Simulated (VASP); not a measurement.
# La5O (F-43m) in VASP: notebook

The runs below take La5O through relaxation of cell and atoms, single point, with PBE, PBE+D4.

Everything below comes from runs of VASP 6.6.1. Logs are shortened: lines on timing, memory, paths and dates and some standing lists are left out, and cuts for length are marked.

### 1 The cell of the first run

The structure is cubic, space group F-43m (No. 216). The conventional cell has a = 9.280 Å, b = 9.280 Å, c = 9.280 Å, α = 90.00°, β = 90.00°, γ = 90.00°. Within 4.3 Å of La (site symmetry 3m) lie 9 La at 3.26 to 3.84 Å and 3 O at 3.85 Å. Within 5.0 Å of La (site symmetry -43m) lie 12 La at 3.84 Å and 4 O at 4.02 Å. Within 5.1 Å of O (site symmetry -43m) lie 16 La at 3.85 to 4.02 Å.

### 2 Relaxation of cell and atoms, PBE

Contents of INCAR:

```
SYSTEM = La5O
PREC = Accurate ; ENCUT = 600
EDIFF = 1E-6 ; ISMEAR = 0
SIGMA = 0.1 ; LREAL = .FALSE.
LASPH = .TRUE. ; NELM = 100
ALGO = Normal ; ISIF = 3
LWAVE = .FALSE. ; LCHARG = .FALSE.
GGA = PE ; IBRION = 2
NSW = 100 ; EDIFFG = -0.01
```

Contents of KPOINTS:

```
regular mesh
0
G
  8 8 8
  0 0 0
```

Contents of POSCAR:

```
La5O
1.0
    0.0000000000      4.6399633209      4.6399633209
    4.6399633209      0.0000000000      4.6399633209
    4.6399633209      4.6399633209      0.0000000000
La O
5 1
Direct
    0.3758888324      0.3758888324      0.8723335028
    0.3758888324      0.8723335028      0.3758888324
    0.8723335028      0.3758888324      0.3758888324
    0.3758888324      0.3758888324      0.3758888324
    0.7500000000      0.7500000000      0.7500000000
    0.0000000000      0.0000000000      0.0000000000
```

Potentials or basis: VASP PAW PBE potentials, release 64 (La, O).

The run is started by

```bash
cat potpaw_PBE.64/La/POTCAR potpaw_PBE.64/O/POTCAR > POTCAR
mpirun -np 1 vasp_std > vasp.out
```

OUTCAR:

```text
SYSTEM = La5O
   PREC = Accurate
   ENCUT = 600
   EDIFF = 1E-6
   ISMEAR = 0
   LREAL = .FALSE.
   LASPH = .TRUE.
   NELM = 100
   ISIF = 3
   GGA = PE
   IBRION = 2
   NSW = 100
   EDIFFG = -0.01

 ion  position               nearest neighbor table
   1  0.376  0.376  0.872-   2 3.26   3 3.26   4 3.26   4 3.30   2 3.30   3 3.30
   2  0.376  0.872  0.376-   1 3.26   3 3.26   4 3.26   1 3.30   4 3.30   3 3.30
   3  0.872  0.376  0.376-   1 3.26   2 3.26   4 3.26   4 3.30   1 3.30   2 3.30
   4  0.376  0.376  0.376-   1 3.26   2 3.26   3 3.26   1 3.30   2 3.30   3 3.30
   5  0.750  0.750  0.750-
   6  0.000  0.000  0.000-

  LATTYP: Found a face centered cubic cell.
 ALAT       =     9.2799266418

  Lattice vectors:

 A1 = (   0.0000000000,   4.6399633209,   4.6399633209)
 A2 = (   4.6399633209,   0.0000000000,   4.6399633209)
 A3 = (   4.6399633209,   4.6399633209,   0.0000000000)

Analysis of symmetry for initial positions (statically):
=====================================================================
 Subroutine PRICEL returns:
 Original cell was already a primitive cell.

 Routine SETGRP: Setting up the symmetry group for a
 face centered cubic supercell.

 Subroutine GETGRP returns: Found 24 space group operations
 (whereof 24 operations were pure point group operations)
 out of a pool of 48 trial point group operations.

The static configuration has the point symmetry T_d .

Analysis of symmetry for dynamics (positions and initial velocities):
=====================================================================
 Subroutine PRICEL returns:
 Original cell was already a primitive cell.

 Routine SETGRP: Setting up the symmetry group for a
 face centered cubic supercell.

 Subroutine GETGRP returns: Found 24 space group operations
 (whereof 24 operations were pure point group operations)
 out of a pool of 48 trial point group operations.

The dynamic configuration has the point symmetry T_d .

 Subroutine INISYM returns: Found 24 space group operations
 (whereof 24 operations are pure point group operations),
 and found     1 'primitive' translations

----------------------------------------------------------------------------------------

                                     Primitive cell
[... 98 lines left out ...]
   NELM   =    100;   NELMIN=  2; NELMDL= -5     # of ELM steps
   EDIFF  = 0.1E-05   stopping-criterion for ELM
   LREAL  =      F    real-space projection
   EDIFFG = -.1E-01   stopping-criterion for IOM
   NSW    =    100    number of steps for IOM
   IBRION =      2    ionic relax: 0-MD 1-quasi-New 2-CG
   NFREE  =      1    steps in history (QN), initial steepest desc. (CG)
   ISIF   =      3    stress and relaxation
   ISYM   =      2    0-nonsym 1-usesym 2-fastsym
   POTIM  = 0.5000    time-step for ionic-motion
   TEBEG  =    0.0;   TEEND  =   0.0 temperature during run
   PSTRESS=    0.0 pullay stress
   NELECT =      61.0000    total number of electrons
   NUPDOWN=      -1.0000    fix difference up-down
   EMIN   =  10.00;   EMAX   =-10.00  energy-range for DOS
   EFERMI =   0.00;   METHOD = LEGACY
   ISMEAR =     0;   SIGMA  =   0.10  broadening in eV -4-tet -1-fermi 0-gaus
   EFERMI_NEDOS =   21; number of points for ismear=-14 and -15
   IALGO  =     38    algorithm
   IMIX   =      4    mixing-type and parameters
     AMIX     =   0.40;   BMIX     =  1.00
     AMIX_MAG =   1.60;   BMIX_MAG =  1.00
  volume/ion in A,a.u.               =      33.30       224.71
  Fermi-wavevector in a.u.,A,eV,Ry     =   1.102369  2.083175 16.534029  1.215217
  Thomas-Fermi vector in A             =   2.238811
   LORBIT       =      0    0 simple, 1 ext, 2 COOP (PROOUT), +10 PAW based schemes
   GGA     = PE    functional components
   LHFCALC =     F    Hartree Fock is set to
   AEXX    =    0.0000 exact exchange contribution
   IVDW    =     0    specifies the selected vdW correction
   LEPSILON=     F    determine dielectric tensor
   LRPA    =     F    only Hartree local field effects (RPA)
 conjugate gradient relaxation of ions
 non-spin polarized calculation
 Gauss-broadening in eV      SIGMA  =   0.10
  energy-cutoff  :      600.00
  volume of cell :      199.79
 maximum number of plane-waves:      6710
 NGX is ok and might be reduce to    54
   NGX = 27   NGY = 27   NGZ = 27

--------------------------------------- Ionic step        1  -------------------------------------------

 number of electron      60.9999999 magnetization

 Free energy of the ion-electron system (eV)
  ---------------------------------------------------
  ext. energy  EPLUGINS =         0.00000000
  ---------------------------------------------------
  free energy    TOTEN  =       -26.45530889 eV

  energy without entropy =      -26.39394093  energy(sigma->0) =      -26.42462491

------------------------ aborting loop because EDIFF is reached ----------------------------------------

  FORCE on cell =-STRESS in cart. coord.  units (eV):
  Direction    XX          YY          ZZ          XY          YZ          ZX
  --------------------------------------------------------------------------------------
  -------------------------------------------------------------------------------------
  Total       -0.3873657     -0.3873657     -0.3873657      0.0000000      0.0000000     -0.0000000
  in kB       -3.1064052     -3.1064052     -3.1064052      0.0000000      0.0000000     -0.0000000
  external PRESSURE =      -3.1064052 kB  Pullay stress =       0.0000000 kB
[... 187 lines left out ...]
--------------------------------------- Ionic step        6  -------------------------------------------

 number of electron      60.9999995 magnetization

 Free energy of the ion-electron system (eV)
  ---------------------------------------------------
  ext. energy  EPLUGINS =         0.00000000
  ---------------------------------------------------
  free energy    TOTEN  =       -26.46513910 eV

  energy without entropy =      -26.40486527  energy(sigma->0) =      -26.43500219

 E-fermi :   7.1193     XC(G=0):  -9.3814

 val. band max:        7.1128448002   @ k =   0.5000   0.2500   0.0000
 cond. band min:       7.1193421878   @ k =  -0.3750   0.3750   0.1250
 fundamental gap:      0.0064973876
 Fermi energy:         7.1193180935

 k-point     1 :       0.0000    0.0000    0.0000
  band No.  band energies     occupation
      1     -25.8601      2.00000
      2     -25.7001      2.00000
      3     -25.2275      2.00000
      4     -25.2275      2.00000
      5     -25.2275      2.00000
      6     -11.3972      2.00000
[... 925 lines left out ...]
     35       7.8525      0.00000
     36       7.9387      0.00000

 [... further k-points ...]
[... 5 lines left out ...]
  --------------------------------------------------------------------------------------
  -------------------------------------------------------------------------------------
  Total        0.0119689      0.0119689      0.0119689      0.0000000      0.0000000     -0.0000000
  in kB        0.0973996      0.0973996      0.0973996      0.0000000      0.0000000     -0.0000000
  external PRESSURE =       0.0973996 kB  Pullay stress =       0.0000000 kB
[... 21 lines left out ...]
  FREE ENERGIE OF THE ION-ELECTRON SYSTEM (eV)
  ---------------------------------------------------
  free  energy   TOTEN  =       -26.4651391016 eV

  energy  without entropy=      -26.4048652716  energy(sigma->0) =      -26.43500219

 reached required accuracy - stopping structural energy minimisation
```

OSZICAR:

```text
N       E                     dE             d eps       ncg     rms          rms(c)
DAV:   1     0.844244093379E+03    0.84424E+03   -0.22588E+04  2088   0.257E+03
DAV:   2     0.222919809793E+03   -0.62132E+03   -0.60936E+03  3176   0.480E+02
[... 68 lines left out ...]
DAV:   2    -0.264654259680E+02   -0.81991E-04   -0.10838E-02  3512   0.857E-01    0.151E-01
DAV:   3    -0.264652351063E+02    0.19086E-03   -0.38715E-03  3736   0.303E-01    0.905E-02
DAV:   4    -0.264651388028E+02    0.96303E-04   -0.67662E-04  3688   0.134E-01    0.279E-02
DAV:   5    -0.264651412644E+02   -0.24616E-05   -0.14658E-04  3832   0.597E-02    0.129E-02
DAV:   6    -0.264651400781E+02    0.11863E-05   -0.15843E-05  3080   0.251E-02    0.548E-03
DAV:   7    -0.264651391016E+02    0.97648E-06   -0.24325E-06  1828   0.178E-02
   6 F= -.26465139E+02 E0= -.26435002E+02  d E =-.273807E-02
```

CONTCAR:

```text
La5O
   1.00000000000000
     0.0000000000000000    4.6173541650210561    4.6173541650210561
     4.6173541650210561    0.0000000000000000    4.6173541650210561
     4.6173541650210561    4.6173541650210561    0.0000000000000000
  La              O
     5     1
Direct
     0.3776308716964615    0.3776308716964615    0.8671073849106156
     0.3776308716964615    0.8671073849106156    0.3776308716964615
     0.8671073849106156    0.3776308716964615    0.3776308716964615
     0.3776308716964615    0.3776308716964615    0.3776308716964615
     0.7500000000000000    0.7500000000000000    0.7500000000000000
     1.0000000000000000    0.0000000000000000    0.0000000000000000

  0.00000000E+00  0.00000000E+00  0.00000000E+00
  0.00000000E+00  0.00000000E+00  0.00000000E+00
  0.00000000E+00  0.00000000E+00  0.00000000E+00
  0.00000000E+00  0.00000000E+00  0.00000000E+00
  0.00000000E+00  0.00000000E+00  0.00000000E+00
  0.00000000E+00  0.00000000E+00  0.00000000E+00
```

Run time: 41 min. Hardware: 1 thread of Intel Xeon 6975P-C (Granite Rapids), shared host; peak memory 0.59 GiB.

What came out:

* Free energy: -26.4651 eV
* Relaxed volume: 32.81 Å³/atom
* Relaxed cell: a = 6.530 Å, b = 6.530 Å, c = 6.530 Å, α = 60.00°, β = 60.00°, γ = 60.00°
* Space group after relaxing (to 0.05 Å): F-43m (No. 216)
* Energy gained by relaxing: 1.6 meV/atom
* Ionic steps: 6
* Pressure after relaxing: 0.0 GPa

The path:
```csv
step,energy change (eV),largest force (eV/Å),pressure (GPa),volume (Å³)
1,0.0000,0.1177,-0.31,199.79
2,-0.0049,0.0971,-0.11,197.93
3,-0.0071,0.0709,0.13,195.79
4,-0.0087,0.0452,0.08,196.19
5,-0.0097,0.0119,0.03,196.69
6,-0.0098,0.0016,0.01,196.88
```

Final structure:
```xyz
6
Lattice="0.0000 4.6174 4.6174 4.6174 0.0000 4.6174 4.6174 4.6174 0.0000" Properties=species:S:1:pos:R:3 pbc="T T T"
La    5.7474    5.7474    3.4873
La    5.7474    3.4873    5.7474
La    3.4873    5.7474    5.7474
La    3.4873    3.4873    3.4873
La    6.9260    6.9260    6.9260
O     0.0000    4.6174    4.6174
```

Caveat: spin-orbit coupling is left out, which moves the levels of the heavy elements; an odd number of electrons without spin polarisation forces a metal; a magnetic or distorted state may lie lower.

### 3 Single point, PBE+D4

This run uses another cell than the first one, of 32.84 Å³/atom, 0.986 times its volume.

Contents of INCAR:

```
SYSTEM = La5O
PREC = Accurate
ENCUT = 600
EDIFF = 1E-6
ISMEAR = -5
SIGMA = 0.1
LREAL = .FALSE.
LASPH = .TRUE.
NELM = 200
ALGO = Normal
ISIF = 2
LWAVE = .FALSE.
LCHARG = .FALSE.
GGA = PE
IVDW = 13
NBANDS = 40
GGA_COMPAT = .FALSE.
LMAXMIX = 6
```

KPOINTS is that of step 2.

Contents of POSCAR:

```
La5O
1.0
    0.0000000000      4.6184422083      4.6184422083
    4.6184422083      0.0000000000      4.6184422083
    4.6184422083      4.6184422083      0.0000000000
La O
5 1
Direct
    0.3776397319      0.3776397319      0.8670808044
    0.3776397319      0.8670808044      0.3776397319
    0.8670808044      0.3776397319      0.3776397319
    0.3776397319      0.3776397319      0.3776397319
    0.7500000000      0.7500000000      0.7500000000
    0.0000000000      0.0000000000      0.0000000000
```

Potentials or basis: VASP PAW PBE potentials, release 64 (La, O).

The run is started by

```bash
cat potpaw_PBE.64/La/POTCAR potpaw_PBE.64/O/POTCAR > POTCAR
mpirun -np 1 vasp_std > vasp.out
```

It took 9.1 min on 1 thread of Intel Xeon Platinum 8488C (Sapphire Rapids), shared host; peak memory 0.54 GiB.

Results (log left out):

```yaml
Free_energy: -28.1101 eV
Pressure: -1.5 GPa
Largest_force: 0.021 eV/Å
Dispersion_energy_per_atom: -0.279 eV
```

Forces on the atoms (eV/Å):
```
La   0.012  0.012 -0.012
La   0.012 -0.012  0.012
La  -0.012  0.012  0.012
La  -0.012 -0.012 -0.012
La   0.000  0.000  0.000
O    0.000  0.000  0.000
```

Levels at points of the mesh, in eV from the Fermi level:
```tsv
k point	band 28	band 29	band 30	band 31	band 32	band 33	band 34	band 35
(0.00, 0.00, 0.00)	-1.23	-1.23	-0.22	-0.22	0.42	0.42	0.42	1.39
(0.50, 0.00, 0.00)	-0.59	-0.30	-0.18	-0.18	0.18	0.65	0.65	1.17
(0.50, 0.50, 0.00)	-0.40	-0.23	-0.23	-0.14	0.42	0.51	0.78	0.78
```

Caveat: spin-orbit coupling is left out, which moves the levels of the heavy elements; an odd number of electrons without spin polarisation forces a metal; a magnetic or distorted state may lie lower; pairwise dispersion overbinds metals, which lowers pressure and volume; tetrahedron occupations give inexact forces and stress in metals.
